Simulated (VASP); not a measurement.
## Sb: single point with PBE

Sb:

```xyz
1
Lattice="3.1600 0.0000 0.0000 0.0000 3.1600 0.0000 0.0000 0.0000 3.0652" Properties=species:S:1:pos:R:3 pbc="T T T"
Sb    0.0000    0.0000    0.0000
```

This cell differs from its parent crystal: zz strain of -3 %.

```json
{"Program": "VASP 6.6.1", "Task": "single point", "Functional": "PBE", "Potentials or basis": "VASP PAW PBE potentials, release 64 (Sb)", "Cutoff": "520 eV", "k mesh": "13 × 13 × 13", "Occupations": "fermi-dirac, width 0.05 eV", "Spin": "no spin polarisation", "Dipole correction": "no", "Further INCAR settings": "ALGO = Normal; EDIFF = 1e-06; NBANDS = 8"}
```

| Property | Result |
| --- | --- |
| Pressure | -1.0 GPa |

Stress tensor (GPa, compression positive):
```
-2.56  0.00  0.00
 0.00 -2.56  0.00
 0.00  0.00  2.20
```

Levels at points of the mesh, in eV from the Fermi level:
```
           k point  band 1  band 2  band 3  band 4  band 5  band 6
(0.00, 0.00, 0.00)  -12.25    2.87    2.87    3.72    6.65    6.89
```

It took 33 s on 1 thread of Intel Xeon 8259CL, on a shared host, peak memory 0.17 GiB.

Caveat: the cell differs from its parent crystal (zz strain of -3 %); spin-orbit coupling is left out, which moves the levels of the heavy elements.
